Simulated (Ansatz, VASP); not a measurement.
Two plane-wave programs on SiC

Contents of INCAR:

```
SYSTEM = SiC
PREC = Accurate
ENCUT = 520
EDIFF = 1E-6
ISMEAR = 0
SIGMA = 0.01
LREAL = .FALSE.
LASPH = .TRUE.
NELM = 100
ALGO = Normal
ISIF = 2
LWAVE = .FALSE.
LCHARG = .FALSE.
GGA = PE
NBANDS = 11
```

KPOINTS

```
regular mesh
0
G
  12 12 12
  0 0 0
```

The input POSCAR:

```
SiC
1.0
    0.0000000000      2.1751665816      2.1751665816
    2.1751665816      0.0000000000      2.1751665816
    2.1751665816      2.1751665816      0.0000000000
Si C
1 1
Direct
    0.0000000000      0.0000000000      0.0000000000
    0.7500000000      0.7500000000      0.7500000000
```

Input for Ansatz:

```yaml
crystal:
  lattice:
    - [0.0, 2.1751665816, 2.1751665816]
    - [2.1751665816, 0.0, 2.1751665816]
    - [2.1751665816, 2.1751665816, 0.0]
  atoms:
    - { symbol: Si, position: [0.0, 0.0, 0.0] }
    - { symbol: C, position: [0.75, 0.75, 0.75] }
basis:
  ecutwfc: 420
kpoints:
  mp_grid: { grid: [12, 12, 12] }
hamiltonian:
  xc: pbe
scf:
  occupations: { method: fixed }
output:
  forces: true
  stress: true
  eigenvalues: true
```

Alike in both runs: task single point; functional PBE; k mesh 12 × 12 × 12; no spin polarisation.

```csv
,VASP,Ansatz
version,VASP 6.6.1,Ansatz 0.2.0
potentials or method,"VASP PAW PBE potentials, release 64 (Si, C), cutoff 520 eV","scalar-relativistic, plane waves, PAW"
occupations,"gaussian, width 0.01 eV",fixed
valence electrons in the cell,8,8
```

Ansatz gave:

```
gap on the k mesh at the Fermi level (eV) : 1.35
least direct gap on the mesh (eV)         : 4.55
pressure (GPa)                            : 4.5
```

Problem. What did VASP give for the same quantities?

Solution. gap on the k mesh at the Fermi level (eV): 1.35; least direct gap on the mesh (eV): 4.55; pressure (GPa): 4.4.
